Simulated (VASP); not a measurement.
# WSe2 in VASP: a series of runs

The runs below take WSe2 through single point, with PBE+D3(BJ).

All numbers are computed with VASP 6.6.1; they aren't measurements. Logs are shortened: lines on timing, memory, paths and dates and some standing lists are left out, and cuts for length are marked.

### 1 The cell of the first run

The cell holds a slab with vacuum, 6 atoms: a = 3.286 Å, b = 3.286 Å, c = 46.078 Å, α = 90.00°, β = 90.00°, γ = 120.00°.

### 2 Single point, PBE+D3(BJ)

File INCAR:

```
SYSTEM = WSe2
ALGO = Normal ; DIPOL = 0.5 0.5 0.500
EDIFF = 1E-7 ; ENCUT = 520
GGA = PE ; IDIPOL = 3
ISIF = 2 ; ISMEAR = 0
IVDW = 12 ; LASPH = .True.
LCHARG = .False. ; LDIPOL = .True.
LREAL = .False. ; LWAVE = .False.
NBANDS = 35 ; NELM = 60
PREC = Accurate ; SIGMA = 0.02
```

File KPOINTS:

```
k-points
0
Gamma
  12 12 1
  0 0 0
```

File POSCAR:

```
WSe2
1.0
    3.2855208648      0.0000000000      0.0000000000
   -1.6427604324      2.8453445336      0.0000000000
    0.0000000000      0.0000000000     46.0775279785
Se W
4 2
Direct
    0.3333333333      0.6666666667      0.3939472716
    0.3333333333      0.6666666667      0.4669912311
    0.0000000000      0.0000000000      0.5329897720
    0.0000000000      0.0000000000      0.6060527063
    0.6666666667      0.3333333333      0.4305055280
    0.3333333333      0.6666666667      0.5695134909
```

Potentials or basis: VASP PAW PBE potentials, release 64 (Se, W_sv).

The run is started by

```sh
$ cat potpaw_PBE.64/Se/POTCAR potpaw_PBE.64/W_sv/POTCAR > POTCAR
$ mpirun -np 1 vasp_std > vasp.out
```

OUTCAR:

```text
SYSTEM = WSe2
   EDIFF = 1E-7
   ENCUT = 520
   GGA = PE
   ISIF = 2
   ISMEAR = 0
   IVDW = 12
   LASPH = .True.
   LREAL = .False.
   NELM = 60
   PREC = Accurate
 IVDW          = 12

 ion  position               nearest neighbor table
   1  0.333  0.667  0.394-   5 2.54   5 2.54   5 2.54
   2  0.333  0.667  0.467-   5 2.53   5 2.53   5 2.53
   3  0.000  0.000  0.533-   6 2.54   6 2.54   6 2.54
   4  0.000  0.000  0.606-   6 2.54   6 2.54   6 2.54
   5  0.667  0.333  0.431-   2 2.53   2 2.53   2 2.53   1 2.54   1 2.54   1 2.54
   6  0.333  0.667  0.570-   3 2.54   3 2.54   3 2.54   4 2.54   4 2.54   4 2.54

  LATTYP: Found a hexagonal cell.
 ALAT       =     3.2855208648
 C/A-ratio  =    14.0244210506

  Lattice vectors:

 A1 = (   3.2855208648,   0.0000000000,   0.0000000000)
 A2 = (  -1.6427604324,   2.8453445336,   0.0000000000)
 A3 = (   0.0000000000,   0.0000000000,  46.0775279785)

Analysis of symmetry for initial positions (statically):
=====================================================================
 Subroutine PRICEL returns:
 Original cell was already a primitive cell.

 Routine SETGRP: Setting up the symmetry group for a
 hexagonal supercell.

 Subroutine GETGRP returns: Found  6 space group operations
 (whereof  6 operations were pure point group operations)
 out of a pool of 24 trial point group operations.

The static configuration has the point symmetry C_3v.

Analysis of symmetry for dynamics (positions and initial velocities):
=====================================================================
 Subroutine PRICEL returns:
 Original cell was already a primitive cell.

 Routine SETGRP: Setting up the symmetry group for a
 hexagonal supercell.

 Subroutine GETGRP returns: Found  6 space group operations
 (whereof  6 operations were pure point group operations)
 out of a pool of 24 trial point group operations.

The dynamic configuration has the point symmetry C_3v.

 Subroutine INISYM returns: Found  6 space group operations
 (whereof  6 operations are pure point group operations),
 and found     1 'primitive' translations

----------------------------------------------------------------------------------------

                                     Primitive cell

  volume of cell :     430.7530

  direct lattice vectors                    reciprocal lattice vectors
     3.285520865  0.000000000  0.000000000     0.304365743  0.175725644  0.000000000
    -1.642760432  2.845344534  0.000000000     0.000000000  0.351451288  0.000000000
     0.000000000  0.000000000 46.077527979     0.000000000  0.000000000  0.021702553

  length of vectors
     3.285520865  3.285520865 46.077527979     0.351451288  0.351451288  0.021702553

  position of ions in fractional coordinates (direct lattice)
     0.333333333  0.666666667  0.393947272
     0.333333333  0.666666667  0.466991231
     0.000000000  0.000000000  0.532989772
     0.000000000  0.000000000  0.606052706
     0.666666667  0.333333333  0.430505528
     0.333333333  0.666666667  0.569513491

  ion indices of the primitive-cell ions
   primitive index   ion index
                 1           1
                 2           2
                 3           3
                 4           4
                 5           5
                 6           6

----------------------------------------------------------------------------------------

 KPOINTS: k-points

Automatic generation of k-mesh.
 Grid dimensions read from file:
 generate k-points for:   12   12    1

 Generating k-lattice:

  Cartesian coordinates                     Fractional coordinates (reciprocal lattice)
     0.025363812  0.014643804  0.000000000     0.083333333  0.000000000  0.000000000
     0.000000000  0.029287607  0.000000000     0.000000000  0.083333333  0.000000000
     0.000000000  0.000000000  0.021702553     0.000000000  0.000000000  1.000000000

  Length of vectors
     0.029287607  0.029287607  0.021702553

  Shift w.r.t. Gamma in fractional coordinates (k-lattice)
     0.000000000  0.000000000  0.000000000

 Subroutine IBZKPT returns following result:
 ===========================================

 Found     19 irreducible k-points:

 Following reciprocal coordinates:
            Coordinates               Weight
  0.000000  0.000000  0.000000      1.000000
  0.083333  0.000000  0.000000      6.000000
  0.166667  0.000000  0.000000      6.000000
  0.250000  0.000000  0.000000      6.000000
  0.333333 -0.000000  0.000000      6.000000
  0.416667  0.000000  0.000000      6.000000
[... 11 lines left out ...]
  0.333333  0.250000  0.000000     12.000000
  0.333333  0.333333  0.000000      2.000000
   k-points           NKPTS =     19   k-points in BZ     NKDIM =     19   number of bands    NBANDS=     35
   number of dos      NEDOS =    301   number of ions     NIONS =      6
   total plane-waves  NPLWV = 201600
   dimension x,y,z NGX =    24 NGY =   24 NGZ =  350
   dimension x,y,z NGXF=    48 NGYF=   48 NGZF=  700
   ions per type =               4   2
   NGX,Y,Z   is equivalent  to a cutoff of  12.14, 12.14, 12.63 a.u.
   NGXF,Y,Z  is equivalent  to a cutoff of  24.29, 24.29, 25.26 a.u.
 SYSTEM =  WSe2
   PREC   = accura    normal or accurate (medium, high low for compatibility)
   ISTART =      0    job   : 0-new  1-cont  2-samecut
   ICHARG =      2    charge: 1-file 2-atom 10-const
   ISPIN  =      1    spin polarized calculation?
   LNONCOLLINEAR =      F non collinear calculations
   LSORBIT =      F    spin-orbit coupling
   LASPH  =      T    aspherical Exc in radial PAW
   ENCUT  =  520.0 eV  38.22 Ry    6.18 a.u.   6.11  6.11 85.67*2*pi/ulx,y,z
   NELM   =     60;   NELMIN=  2; NELMDL= -5     # of ELM steps
   EDIFF  = 0.1E-06   stopping-criterion for ELM
   LREAL  =      F    real-space projection
   EDIFFG = 0.1E-05   stopping-criterion for IOM
   NSW    =      0    number of steps for IOM
   IBRION =     -1    ionic relax: 0-MD 1-quasi-New 2-CG
   NFREE  =      0    steps in history (QN), initial steepest desc. (CG)
   ISIF   =      2    stress and relaxation
   ISYM   =      2    0-nonsym 1-usesym 2-fastsym
   POTIM  = 0.5000    time-step for ionic-motion
   TEBEG  =    0.0;   TEEND  =   0.0 temperature during run
   PSTRESS=    0.0 pullay stress
   NELECT =      52.0000    total number of electrons
   NUPDOWN=      -1.0000    fix difference up-down
   EMIN   =  10.00;   EMAX   =-10.00  energy-range for DOS
   EFERMI =   0.00;   METHOD = LEGACY
   ISMEAR =     0;   SIGMA  =   0.02  broadening in eV -4-tet -1-fermi 0-gaus
   EFERMI_NEDOS =   21; number of points for ismear=-14 and -15
   IALGO  =     38    algorithm
   IMIX   =      4    mixing-type and parameters
     AMIX     =   0.40;   BMIX     =  1.00
     AMIX_MAG =   1.60;   BMIX_MAG =  1.00
  volume/ion in A,a.u.               =      71.79       484.48
  Fermi-wavevector in a.u.,A,eV,Ry     =   0.809096  1.528969  8.906860  0.654636
  Thomas-Fermi vector in A             =   1.918023
   LORBIT       =      0    0 simple, 1 ext, 2 COOP (PROOUT), +10 PAW based schemes
   GGA     = PE    functional components
   LHFCALC =     F    Hartree Fock is set to
   AEXX    =    0.0000 exact exchange contribution
   IVDW    =    12    specifies the selected vdW correction
   LEPSILON=     F    determine dielectric tensor
   LRPA    =     F    only Hartree local field effects (RPA)
 non-spin polarized calculation
 Gauss-broadening in eV      SIGMA  =   0.02
  energy-cutoff  :      520.00
  volume of cell :      430.75
 maximum number of plane-waves:     11694
   NGX = 13   NGY = 13   NGZ =171

 dipolmoment           0.000000      0.000000      0.000000 electrons x Angstroem

 number of electron      51.9999994 magnetization

 dipolmoment           0.000000      0.000000     -0.003552 electrons x Angstroem

 Free energy of the ion-electron system (eV)
  ---------------------------------------------------
  ext. energy  EPLUGINS =         0.00000000
  ---------------------------------------------------
  free energy    TOTEN  =       -43.15462972 eV

  energy without entropy =      -43.15462972  energy(sigma->0) =      -43.15462972

 E-fermi :  -1.6991     XC(G=0):  -3.2722

 val. band max:       -1.7902520681   @ k =   0.0000   0.0000   0.0000
 cond. band min:      -0.4797504542   @ k =   0.1667   0.1667   0.0000
 fundamental gap:      1.3105016139
 Fermi energy:        -1.6990909839

 k-point     1 :       0.0000    0.0000    0.0000
  band No.  band energies     occupation
      1     -76.0179      2.00000
      2     -75.9526      2.00000
      3     -40.2656      2.00000
      4     -40.1995      2.00000
      5     -40.1304      2.00000
      6     -40.1304      2.00000
[... 27 lines left out ...]
     34       1.2492      0.00000
     35       2.4314      0.00000

 k-point     2 :       0.0833    0.0000    0.0000
  band No.  band energies     occupation
      1     -76.0172      2.00000
      2     -75.9519      2.00000
      3     -40.2625      2.00000
      4     -40.1965      2.00000
      5     -40.1464      2.00000
      6     -40.1342      2.00000
[... 27 lines left out ...]
     34       1.2776      0.00000
     35       2.7149      0.00000

 k-point     3 :       0.1667    0.0000    0.0000
  band No.  band energies     occupation
      1     -76.0153      2.00000
      2     -75.9500      2.00000
      3     -40.2543      2.00000
      4     -40.1897      2.00000
      5     -40.1882      2.00000
      6     -40.1444      2.00000
[... 27 lines left out ...]
     34       1.6895      0.00000
     35       3.1473      0.00000
[... 533 lines left out ...]
 k-point    18 :       0.3333    0.2500    0.0000
  band No.  band energies     occupation
      1     -76.0065      2.00000
      2     -75.9412      2.00000
      3     -40.3235      2.00000
      4     -40.2592      2.00000
      5     -40.2534      2.00000
      6     -40.2161      2.00000
[... 27 lines left out ...]
     34       2.8636      0.00000
     35       3.5883      0.00000

 k-point    19 :       0.3333    0.3333    0.0000
  band No.  band energies     occupation
      1     -76.0061      2.00000
      2     -75.9408      2.00000
      3     -40.3051      2.00000
      4     -40.2816      2.00000
      5     -40.2408      2.00000
      6     -40.2172      2.00000
[... 27 lines left out ...]
     34       3.0096      0.00000
     35       3.6101      0.00000

------------------------ aborting loop because EDIFF is reached ----------------------------------------

 vacuum level on the upper side and lower side of the slab       (xc-potential included)        -0.117        -0.049

 Edisp (eV)   -2.41484

 E8    (eV) :    -1.1121

  FORCE on cell =-STRESS in cart. coord.  units (eV):
  Direction    XX          YY          ZZ          XY          YZ          ZX
  --------------------------------------------------------------------------------------
  -------------------------------------------------------------------------------------
  Total       0.14856     0.14856     0.27888     0.00000     0.00000     0.00000
  in kB       0.55256     0.55256     1.03729     0.00000     0.00000     0.00000
  external pressure =        0.71 kB  Pullay stress =        0.00 kB

 VOLUME and BASIS-vectors are now :
 -----------------------------------------------------------------------------
  energy-cutoff  :      520.00
  volume of cell :      430.75
      direct lattice vectors                 reciprocal lattice vectors
     3.285520865  0.000000000  0.000000000     0.304365743  0.175725644  0.000000000
    -1.642760432  2.845344534  0.000000000     0.000000000  0.351451288  0.000000000
     0.000000000  0.000000000 46.077527979     0.000000000  0.000000000  0.021702553

 POSITION                                       TOTAL-FORCE (eV/Angst)
 -----------------------------------------------------------------------------------
     -0.00000      1.89690     18.15212         0.000000     -0.000000     -0.046987
     -0.00000      1.89690     21.51780         0.000000     -0.000000      0.050660
      0.00000      0.00000     24.55885         0.000000     -0.000000     -0.049603
      0.00000      0.00000     27.92541        -0.000000      0.000000      0.047030
      1.64276      0.94845     19.83663         0.000000      0.000000      0.000431
     -0.00000      1.89690     26.24177        -0.000000      0.000000     -0.001532
 -----------------------------------------------------------------------------------
    total drift:                               -0.000000      0.000000      0.000068

  FREE ENERGIE OF THE ION-ELECTRON SYSTEM (eV)
  ---------------------------------------------------
  free  energy   TOTEN  =       -45.5694731696 eV

  energy  without entropy=      -45.5694731696  energy(sigma->0) =      -45.56947317

 vacuum level on the upper side and lower side of the slab         3.011         3.080
```

Run time: 15 min. Hardware: 1 thread of Intel Xeon 8259CL, shared host; peak memory 0.6 GiB.

What came out:

```yaml
Free_energy: -45.5695 eV
Largest_force: 0.051 eV/Å
Band_gap_on_the_k_mesh: 1.31 eV (least direct gap 1.59 eV)
Dispersion_energy_per_atom: -0.402 eV
```

Forces in eV/Å, atoms in the order of the input:
```
Se   0.000  0.000 -0.047
Se   0.000  0.000  0.051
Se   0.000  0.000 -0.050
Se   0.000  0.000  0.047
W    0.000  0.000  0.000
W    0.000  0.000 -0.002
```

Caveat: spin-orbit coupling is left out, which moves the levels of the heavy elements.

### 3 Single point, PBE+D3(BJ)

File INCAR:

```
SYSTEM = WSe2
  ALGO = Normal
  DIPOL = 0.5 0.5 0.500
  EDIFF = 1E-6
  ENCUT = 520
  GGA = PE
  IDIPOL = 3
  ISIF = 2
  ISMEAR = 0
  IVDW = 12
  LASPH = .TRUE.
  LCHARG = .TRUE.
  LDIPOL = .TRUE.
  LELF = .TRUE.
  LREAL = .FALSE.
  LVACPOTAV = .TRUE.
  LVHAR = .TRUE.
  LWAVE = .FALSE.
  NBANDS = 35
  NELM = 60
  PREC = Accurate
  SIGMA = 0.02
```

File KPOINTS:

```
k-points
0
G
  12 12 1
  0 0 0
```

File POSCAR:

```
WSe2
1.0
    3.2855208648      0.0000000000      0.0000000000
   -1.6427604324      2.8453445336      0.0000000000
    0.0000000000      0.0000000000     46.0775279785
Se W
4 2
Direct
    0.3333333333      0.6666666667      0.3939471826
    0.3333333333      0.6666666667      0.4670101415
    0.6666666667      0.3333333333      0.5330088467
    0.6666666667      0.3333333333      0.6060528594
    0.6666666667      0.3333333333      0.4304864034
    0.0000000000      0.0000000000      0.5694945664
```

Potentials or basis: VASP PAW PBE potentials, release 64 (Se, W_sv).

The run is started by

```sh
$ cat potpaw_PBE.64/Se/POTCAR potpaw_PBE.64/W_sv/POTCAR > POTCAR
$ mpirun -np 1 vasp_std > vasp.out
```

Wall time 14 min (1 thread of Intel Xeon 8259CL, shared host); peak memory 0.59 GiB.

The run converged. Its results:

| Quantity | Value |
| --- | --- |
| Free energy | -45.5695 eV |
| Largest force | 0.051 eV/Å |
| Band gap on the k mesh | 1.31 eV (least direct gap 1.59 eV) |
| Dispersion energy per atom | -0.402 eV |
| Ionisation potential of the upper face | 4.94 eV |

Forces in eV/Å, atoms in the order of the input:
```
Se   0.000  0.000 -0.047
Se   0.000  0.000  0.050
Se   0.000  0.000 -0.051
Se   0.000  0.000  0.047
W    0.000  0.000  0.002
W    0.000  0.000  0.000
```

Levels at points of the mesh, in eV from the valence-band top:
```tsv
k point	band 23	band 24	band 25	band 26	band 27	band 28	band 29	band 30
(0.00, 0.00, 0.00)	-1.31	-1.31	-0.75	0.00	2.75	2.75	2.84	2.84
(0.50, 0.00, 0.00)	-1.25	-1.14	-1.13	-0.97	2.28	2.34	2.54	2.71
```

Caveat: spin-orbit coupling is left out, which moves the levels of the heavy elements.
